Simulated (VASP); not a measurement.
Crystal: MnF2.

```
CELL_PARAMETERS angstrom
4.87380 0.00000 0.00000
0.00000 4.87380 0.00000
0.00000 0.00000 3.31070
ATOMIC_POSITIONS crystal
Mn 0.00000 0.00000 0.00000
Mn 0.50000 0.50000 0.50000
F 0.30530 0.30530 0.00000
F 0.19470 0.80530 0.50000
F 0.69470 0.69470 0.00000
F 0.80530 0.19470 0.50000
```

Base run:

* Program: VASP 6.6.1
* Functional: PBE
* Potentials or basis: VASP PAW PBE potentials, release 64 (Mn_pv, F)
* Cutoff: 520 eV
* k mesh: 6 × 6 × 8
* Occupations: fermi-dirac, width 0.05 eV
* Spin: collinear spin, ferromagnetic start
* Starting moments: [4.5, 4.5, 0.0, 0.0, 0.0, 0.0] μB

Its results: band gap on the k mesh 1.12 eV; pressure 3.7 GPa; net moment 10.00 μB per cell; site moments Mn +4.59; F +0.09 μB; largest force 0.044 eV/Å.

Q: The run is repeated on the same cell with these changes: hubbard terms from none to Mn d U = 4.0 eV. What comes out?

A: Band gap on the k mesh 2.45 eV; pressure 4.9 GPa; net moment 10.00 μB per cell; site moments Mn +4.69; F +0.06 μB; largest force 0.053 eV/Å.

The U term pushes filled and empty states of the shell apart.

Caveats: the cell stands under pressure; the run started ferromagnetic, and an antiferromagnetic order may lie lower in energy.

A k mesh can miss the band edges.
